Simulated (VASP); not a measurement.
# Mg (I4/mmm) in VASP: notebook

Mg is run at these levels: PBE; tasks: single point.

Program: VASP 6.6.1. These are calculated values, not measurements. Logs are shortened: lines on timing, memory, paths and dates and some standing lists are left out, and cuts for length are marked.

## 1. The cell of the first run

It takes space group I4/mmm (No. 139, tetragonal). Conventional cell: a = 3.500 Å, b = 3.500 Å, c = 3.137 Å, α = 90.00°, β = 90.00°, γ = 90.00°. Within 3.9 Å of Mg (site symmetry 4/mmm) lie 14 Mg at 2.93 to 3.50 Å.

## 2. Single point, PBE

File INCAR:

```
PREC = Accurate
ENCUT = 520
EDIFF = 1E-6
ISMEAR = 0
SIGMA = 0.15
LREAL = False
LASPH = True
NELM = 80
ALGO = Normal
ISIF = 2
LWAVE = False
LCHARG = False
GGA = PE
NBANDS = 7
```

File KPOINTS:

```
Automatic mesh
0
Gamma
  18 18 18
```

File POSCAR:

```
Mg
1.0
   -1.7499000000      1.7499000000      1.5685000000
    1.7499000000     -1.7499000000      1.5685000000
    1.7499000000      1.7499000000     -1.5685000000
Mg
1
Direct
    0.0000000000      0.0000000000      0.0000000000
```

Potentials or basis: VASP PAW PBE potentials, release 64 (Mg).

Launch:

```
$ cat potpaw_PBE.64/Mg/POTCAR > POTCAR
$ mpirun -np 1 vasp_std > vasp.out
```

OUTCAR:

```text
PREC = Accurate
   ENCUT = 520
   EDIFF = 1E-6
   ISMEAR = 0
   LREAL = False
   LASPH = True
   NELM = 80
   ISIF = 2
   GGA = PE

 ion  position               nearest neighbor table
   1  0.000  0.000  0.000-

  LATTYP: Found a body centered tetragonal cell.
 ALAT       =     3.4998000000
 C/A-ratio  =     0.8963369335

  Lattice vectors:

 A1 = (  -1.7499000000,   1.7499000000,   1.5685000000)
 A2 = (   1.7499000000,  -1.7499000000,   1.5685000000)
 A3 = (   1.7499000000,   1.7499000000,  -1.5685000000)

Analysis of symmetry for initial positions (statically):
=====================================================================
 Subroutine PRICEL returns:
 Original cell was already a primitive cell.

 Routine SETGRP: Setting up the symmetry group for a
 body centered tetragonal supercell.

 Subroutine GETGRP returns: Found 16 space group operations
 (whereof 16 operations were pure point group operations)
 out of a pool of 16 trial point group operations.

The static configuration has the point symmetry D_4h.

Analysis of symmetry for dynamics (positions and initial velocities):
=====================================================================
 Subroutine PRICEL returns:
 Original cell was already a primitive cell.

 Routine SETGRP: Setting up the symmetry group for a
 body centered tetragonal supercell.

 Subroutine GETGRP returns: Found 16 space group operations
 (whereof 16 operations were pure point group operations)
 out of a pool of 16 trial point group operations.

The dynamic configuration has the point symmetry D_4h.

 Subroutine INISYM returns: Found 16 space group operations
 (whereof 16 operations are pure point group operations),
 and found     1 'primitive' translations

----------------------------------------------------------------------------------------

                                     Primitive cell

  volume of cell :      19.2119

  direct lattice vectors                    reciprocal lattice vectors
    -1.749900000  1.749900000  1.568500000     0.000000000  0.285730613  0.318775901
     1.749900000 -1.749900000  1.568500000     0.285730613  0.000000000  0.318775901
     1.749900000  1.749900000 -1.568500000     0.285730613  0.285730613  0.000000000

  length of vectors
     2.929930421  2.929930421  2.929930421     0.428088844  0.428088844  0.404084108

  position of ions in fractional coordinates (direct lattice)
     0.000000000  0.000000000  0.000000000

  ion indices of the primitive-cell ions
   primitive index   ion index
                 1           1

----------------------------------------------------------------------------------------

 KPOINTS: Automatic mesh

Automatic generation of k-mesh.
 Grid dimensions read from file:
 generate k-points for:   18   18   18

 Generating k-lattice:

  Cartesian coordinates                     Fractional coordinates (reciprocal lattice)
     0.000000000  0.015873923  0.017709772     0.055555556 -0.000000000  0.000000000
     0.015873923  0.000000000  0.017709772    -0.000000000  0.055555556  0.000000000
     0.015873923  0.015873923  0.000000000     0.000000000  0.000000000  0.055555556

  Length of vectors
     0.023782714  0.023782714  0.022449117

  Shift w.r.t. Gamma in fractional coordinates (k-lattice)
     0.000000000  0.000000000  0.000000000

 Subroutine IBZKPT returns following result:
 ===========================================

 Found    480 irreducible k-points:

 Following reciprocal coordinates:
            Coordinates               Weight
  0.000000  0.000000  0.000000      1.000000
  0.055556 -0.000000  0.000000      8.000000
  0.111111 -0.000000  0.000000      8.000000
  0.166667 -0.000000  0.000000      8.000000
  0.222222 -0.000000  0.000000      8.000000
  0.277778 -0.000000  0.000000      8.000000
[... 16 lines left out ...]
 -0.277778  0.055556 -0.000000     16.000000
 -0.222222  0.055556 -0.000000     16.000000
 [... further k-points ...]
   k-points           NKPTS =    480   k-points in BZ     NKDIM =    480   number of bands    NBANDS=      7
   number of dos      NEDOS =    301   number of ions     NIONS =      1
   total plane-waves  NPLWV =  13824
   dimension x,y,z NGX =    24 NGY =   24 NGZ =   24
   dimension x,y,z NGXF=    48 NGYF=   48 NGZF=   48
   ions per type =               1
   NGX,Y,Z   is equivalent  to a cutoff of  13.62, 13.62, 13.62 a.u.
   NGXF,Y,Z  is equivalent  to a cutoff of  27.24, 27.24, 27.24 a.u.
 SYSTEM =  unknown system
   PREC   = accura    normal or accurate (medium, high low for compatibility)
   ISTART =      0    job   : 0-new  1-cont  2-samecut
   ICHARG =      2    charge: 1-file 2-atom 10-const
   ISPIN  =      1    spin polarized calculation?
   LNONCOLLINEAR =      F non collinear calculations
   LSORBIT =      F    spin-orbit coupling
   LASPH  =      T    aspherical Exc in radial PAW
   ENCUT  =  520.0 eV  38.22 Ry    6.18 a.u.   5.45  5.45  5.45*2*pi/ulx,y,z
   NELM   =     80;   NELMIN=  2; NELMDL= -5     # of ELM steps
   EDIFF  = 0.1E-05   stopping-criterion for ELM
   LREAL  =      F    real-space projection
   EDIFFG = 0.1E-04   stopping-criterion for IOM
   NSW    =      0    number of steps for IOM
   IBRION =     -1    ionic relax: 0-MD 1-quasi-New 2-CG
   NFREE  =      0    steps in history (QN), initial steepest desc. (CG)
   ISIF   =      2    stress and relaxation
   ISYM   =      2    0-nonsym 1-usesym 2-fastsym
   POTIM  = 0.5000    time-step for ionic-motion
   TEBEG  =    0.0;   TEEND  =   0.0 temperature during run
   PSTRESS=    0.0 pullay stress
   NELECT =       2.0000    total number of electrons
   NUPDOWN=      -1.0000    fix difference up-down
   EMIN   =  10.00;   EMAX   =-10.00  energy-range for DOS
   EFERMI =   0.00;   METHOD = LEGACY
   ISMEAR =     0;   SIGMA  =   0.15  broadening in eV -4-tet -1-fermi 0-gaus
   EFERMI_NEDOS =   21; number of points for ismear=-14 and -15
   IALGO  =     38    algorithm
   IMIX   =      4    mixing-type and parameters
     AMIX     =   0.40;   BMIX     =  1.00
     AMIX_MAG =   1.60;   BMIX_MAG =  1.00
  volume/ion in A,a.u.               =      19.21       129.65
  Fermi-wavevector in a.u.,A,eV,Ry     =   0.770125  1.455325  8.069512  0.593092
  Thomas-Fermi vector in A             =   1.871261
   LORBIT       =      0    0 simple, 1 ext, 2 COOP (PROOUT), +10 PAW based schemes
   GGA     = PE    functional components
   LHFCALC =     F    Hartree Fock is set to
   AEXX    =    0.0000 exact exchange contribution
   IVDW    =     0    specifies the selected vdW correction
   LEPSILON=     F    determine dielectric tensor
   LRPA    =     F    only Hartree local field effects (RPA)
 non-spin polarized calculation
 Gauss-broadening in eV      SIGMA  =   0.15
  energy-cutoff  :      520.00
  volume of cell :       19.21
 maximum number of plane-waves:       537
 NGX is ok and might be reduce to    24
   NGX = 11   NGY = 11   NGZ = 11

 number of electron       2.0000000 magnetization

 Free energy of the ion-electron system (eV)
  ---------------------------------------------------
  ext. energy  EPLUGINS =         0.00000000
  ---------------------------------------------------
  free energy    TOTEN  =        -1.38800695 eV

  energy without entropy =       -1.38352536  energy(sigma->0) =       -1.38576616

 E-fermi :   3.6545     XC(G=0):  -9.0622

 val. band max:        3.6539812769   @ k =  -0.3889  -0.4444   0.2222
 cond. band min:       3.6799571809   @ k =  -0.2778  -0.4444   0.2222
 fundamental gap:      0.0259759041
 Fermi energy:         3.6545429417

 k-point     1 :       0.0000    0.0000    0.0000
  band No.  band energies     occupation
      1      -4.0972      2.00000
      2      16.3621      0.00000
      3      18.8016      0.00000
      4      18.9354      0.00000
      5      18.9354      0.00000
      6      19.5703      0.00000
      7      19.5703      0.00000

 k-point     2 :       0.0556   -0.0000    0.0000
  band No.  band energies     occupation
      1      -4.0117      2.00000
      2      16.0281      0.00000
      3      17.7131      0.00000
      4      18.3768      0.00000
      5      18.4366      0.00000
      6      20.0608      0.00000
      7      20.2042      0.00000

 k-point     3 :       0.1111   -0.0000    0.0000
  band No.  band energies     occupation
      1      -3.7559      2.00000
      2      15.3392      0.00000
      3      15.7283      0.00000
      4      17.4938      0.00000
      5      17.5036      0.00000
      6      19.8266      0.00000
      7      20.9543      0.00000

 k-point     4 :       0.1667   -0.0000    0.0000
  band No.  band energies     occupation
      1      -3.3314      2.00000
      2      13.5751      0.00000
      3      14.6074      0.00000
      4      16.5653      0.00000
      5      16.6738      0.00000
      6      19.1139      0.00000
      7      21.5042      0.00000

 k-point     5 :       0.2222   -0.0000    0.0000
  band No.  band energies     occupation
      1      -2.7410      2.00000
      2      11.4637      0.00000
      3      13.9377      0.00000
      4      15.7392      0.00000
      5      15.9703      0.00000
      6      18.4274      0.00000
      7      21.9685      0.00000
[... 161 lines left out ...]
 k-point    22 :      -0.3333    0.0556   -0.0000
  band No.  band energies     occupation
      1      -1.5447      2.00000
      2       8.6206      0.00000
      3      12.1392      0.00000
      4      14.8741      0.00000
      5      15.4456      0.00000
      6      18.4449      0.00000
      7      23.7964      0.00000

 k-point    23 :      -0.2778    0.0556   -0.0000
  band No.  band energies     occupation
      1      -2.3674      2.00000
      2      10.5519      0.00000
      3      12.6507      0.00000
      4      15.4754      0.00000
      5      15.9834      0.00000
      6      19.0750      0.00000
      7      22.8464      0.00000

 k-point    24 :      -0.2222    0.0556   -0.0000
  band No.  band energies     occupation
      1      -3.0301      2.00000
      2      12.4895      0.00000
      3      13.3952      0.00000
      4      16.1627      0.00000
      5      16.6881      0.00000
      6      19.7636      0.00000
      7      21.9559      0.00000

 [... further k-points ...]

------------------------ aborting loop because EDIFF is reached ----------------------------------------

  FORCE on cell =-STRESS in cart. coord.  units (eV):
  Direction    XX          YY          ZZ          XY          YZ          ZX
  --------------------------------------------------------------------------------------
  -------------------------------------------------------------------------------------
  Total        1.0125788      1.0125788      1.2089853      0.0000000     -0.0000000      0.0000000
  in kB       84.4439336     84.4439336    100.8232353      0.0000000     -0.0000000      0.0000000
  external PRESSURE =      89.9037009 kB  Pullay stress =       0.0000000 kB

 VOLUME and BASIS-vectors are now :
 -----------------------------------------------------------------------------
  energy-cutoff  :      520.00
  volume of cell :       19.21
      direct lattice vectors                 reciprocal lattice vectors
    -1.749900000  1.749900000  1.568500000     0.000000000  0.285730613  0.318775901
     1.749900000 -1.749900000  1.568500000     0.285730613  0.000000000  0.318775901
     1.749900000  1.749900000 -1.568500000     0.285730613  0.285730613  0.000000000

 POSITION                                       TOTAL-FORCE (eV/Angst)
 -----------------------------------------------------------------------------------
      0.00000      0.00000      0.00000         0.000000      0.000000      0.000000
 -----------------------------------------------------------------------------------
    total drift:                                0.000000      0.000000      0.000000

  FREE ENERGIE OF THE ION-ELECTRON SYSTEM (eV)
  ---------------------------------------------------
  free  energy   TOTEN  =        -1.3880069534 eV

  energy  without entropy=       -1.3835253598  energy(sigma->0) =       -1.38576616
```

Wall time 47 s (1 thread of Intel Xeon 8259CL, shared host); peak memory 0.19 GiB.

What came out:

| Quantity | Value |
| --- | --- |
| Free energy | -1.3880 eV |
| Pressure | 9.0 GPa |
| Band gap on the k mesh | zero (bands 1 and 2 overlap by 4.88 eV) |

Caveat: the cell stands under pressure.

## 3. Single point, PBE

This run uses another cell than the first one, of 20.16 Å³/atom.

File INCAR:

```
PREC     = Accurate       # precision mode
ENCUT    = 520            # plane-wave cutoff, eV
EDIFF    = 1E-6           # SCF threshold, eV
ISMEAR   = 0              # smearing method
SIGMA    = 0.15           # smearing width, eV
LREAL    = F              # projectors in reciprocal space
LASPH    = T              # aspherical terms in the spheres
NELM     = 100            # most SCF steps
ALGO     = Fast           # electronic algorithm
ISIF     = 2              # what is computed and relaxed
LWAVE    = F              # write WAVECAR
LCHARG   = T              # write CHGCAR
GGA      = PE             # functional
LELF     = T              # ELF
LVHAR    = T            
NBANDS   = 7              # bands
```

KPOINTS is that of step 2.

File POSCAR:

```
Mg
1.0
   -1.7927500000      1.7927500000      1.5685000000
    1.7927500000     -1.7927500000      1.5685000000
    1.7927500000      1.7927500000     -1.5685000000
Mg
1
Direct
    0.0000000000      0.0000000000      0.0000000000
```

Potentials or basis: VASP PAW PBE potentials, release 64 (Mg).

Launch:

```
$ cat potpaw_PBE.64/Mg/POTCAR > POTCAR
$ mpirun -np 1 vasp_std > vasp.out
```

OUTCAR:

```text
PREC = Accurate
   ENCUT = 520
   EDIFF = 1E-6
   ISMEAR = 0
   LREAL = F
   LASPH = T
   NELM = 100
   ISIF = 2
   GGA = PE

 ion  position               nearest neighbor table
   1  0.000  0.000  0.000-

  LATTYP: Found a body centered tetragonal cell.
 ALAT       =     3.5855000000
 C/A-ratio  =     0.8749128434

  Lattice vectors:

 A1 = (  -1.7927500000,   1.7927500000,   1.5685000000)
 A2 = (   1.7927500000,  -1.7927500000,   1.5685000000)
 A3 = (   1.7927500000,   1.7927500000,  -1.5685000000)

Analysis of symmetry for initial positions (statically):
=====================================================================
 Subroutine PRICEL returns:
 Original cell was already a primitive cell.

 Routine SETGRP: Setting up the symmetry group for a
 body centered tetragonal supercell.

 Subroutine GETGRP returns: Found 16 space group operations
 (whereof 16 operations were pure point group operations)
 out of a pool of 16 trial point group operations.

The static configuration has the point symmetry D_4h.

Analysis of symmetry for dynamics (positions and initial velocities):
=====================================================================
 Subroutine PRICEL returns:
 Original cell was already a primitive cell.

 Routine SETGRP: Setting up the symmetry group for a
 body centered tetragonal supercell.

 Subroutine GETGRP returns: Found 16 space group operations
 (whereof 16 operations were pure point group operations)
 out of a pool of 16 trial point group operations.

The dynamic configuration has the point symmetry D_4h.

 Subroutine INISYM returns: Found 16 space group operations
 (whereof 16 operations are pure point group operations),
 and found     1 'primitive' translations

----------------------------------------------------------------------------------------

                                     Primitive cell
[... 109 lines left out ...]
     AMIX_MAG =   1.60;   BMIX_MAG =  1.00
  volume/ion in A,a.u.               =      20.16       136.08
  Fermi-wavevector in a.u.,A,eV,Ry     =   0.757804  1.432042  7.813374  0.574267
  Thomas-Fermi vector in A             =   1.856232
   LORBIT       =      0    0 simple, 1 ext, 2 COOP (PROOUT), +10 PAW based schemes
   GGA     = PE    functional components
   LHFCALC =     F    Hartree Fock is set to
   AEXX    =    0.0000 exact exchange contribution
   IVDW    =     0    specifies the selected vdW correction
   LEPSILON=     F    determine dielectric tensor
   LRPA    =     F    only Hartree local field effects (RPA)
 non-spin polarized calculation
 RMM-DIIS sequential band-by-band and
 Gauss-broadening in eV      SIGMA  =   0.15
  energy-cutoff  :      520.00
  volume of cell :       20.16
 maximum number of plane-waves:       558
 NGX is ok and might be reduce to    24
   NGX = 11   NGY = 11   NGZ = 11

 number of electron       2.0000000 magnetization

 Free energy of the ion-electron system (eV)
  ---------------------------------------------------
  ext. energy  EPLUGINS =         0.00000000
  ---------------------------------------------------
  free energy    TOTEN  =        -1.42899110 eV

  energy without entropy =       -1.42471860  energy(sigma->0) =       -1.42685485

 E-fermi :   3.3764     XC(G=0):  -8.9031

 val. band max:        3.3637489051   @ k =   0.3333   0.3333   0.1667
 cond. band min:       3.3987153628   @ k =   0.3889   0.1111   0.1111
 fundamental gap:      0.0349664577
 Fermi energy:         3.3764166500

 k-point     1 :       0.0000    0.0000    0.0000
  band No.  band energies     occupation
      1      -4.1595      2.00000
      2      15.4570      0.00000
      3      17.8693      0.00000
      4      18.3594      0.00000
      5      18.3594      0.00000
      6      18.5313      0.00000
      7      18.5313      0.00000
[... 221 lines left out ...]
 k-point    24 :      -0.2222    0.0556    0.0000
  band No.  band energies     occupation
      1      -3.1227      2.00000
      2      11.9994      0.00000
      3      12.7464      0.00000
      4      15.3907      0.00000
      5      16.0157      0.00000
      6      19.0979      0.00000
      7      21.1558      0.00000

 [... further k-points ...]

------------------------ aborting loop because EDIFF is reached ----------------------------------------

  FORCE on cell =-STRESS in cart. coord.  units (eV):
  Direction    XX          YY          ZZ          XY          YZ          ZX
  --------------------------------------------------------------------------------------
  -------------------------------------------------------------------------------------
  Total        0.6824519      0.6824519      0.9232960      0.0000000     -0.0000000      0.0000000
  in kB       54.2248833     54.2248833     73.3613913      0.0000000     -0.0000000      0.0000000
  external PRESSURE =      60.6037193 kB  Pullay stress =       0.0000000 kB

 VOLUME and BASIS-vectors are now :
 -----------------------------------------------------------------------------
  energy-cutoff  :      520.00
  volume of cell :       20.16
      direct lattice vectors                 reciprocal lattice vectors
    -1.792750000  1.792750000  1.568500000     0.000000000  0.278901130  0.318775901
     1.792750000 -1.792750000  1.568500000     0.278901130  0.000000000  0.318775901
     1.792750000  1.792750000 -1.568500000     0.278901130  0.278901130  0.000000000

 POSITION                                       TOTAL-FORCE (eV/Angst)
 -----------------------------------------------------------------------------------
      0.00000      0.00000      0.00000        -0.000000     -0.000000     -0.000000
 -----------------------------------------------------------------------------------
    total drift:                                0.000000      0.000000      0.000000

  FREE ENERGIE OF THE ION-ELECTRON SYSTEM (eV)
  ---------------------------------------------------
  free  energy   TOTEN  =        -1.4289911038 eV

  energy  without entropy=       -1.4247185974  energy(sigma->0) =       -1.42685485
```

Wall time 51 s (1 thread of Intel Xeon 8259CL, shared host); peak memory 0.2 GiB.

Results:

| Item | Value |
| --- | --- |
| Free energy | -1.4290 eV |
| Pressure | 6.1 GPa |
| Band gap on the k mesh | zero (bands 1 and 2 overlap by 4.78 eV) |

Stress tensor (GPa, compression positive):
```
5.42 0.00 0.00
0.00 5.42 0.00
0.00 0.00 7.34
```

Levels at points of the mesh, in eV from the Fermi level:
| k point | band 1 | band 2 | band 3 | band 4 |
| --- | --- | --- | --- | --- |
| (0.00, 0.00, 0.00) | -7.54 | 12.08 | 14.49 | 14.98 |
| (0.50, 0.00, 0.00) | -1.42 | -0.51 | 8.35 | 9.69 |
| (0.50, 0.50, 0.00) | -2.10 | -1.55 | 11.03 | 12.29 |
| (0.50, 0.50, 0.50) | 3.17 | 3.17 | 3.35 | 4.22 |

Caveat: the cell stands under pressure.
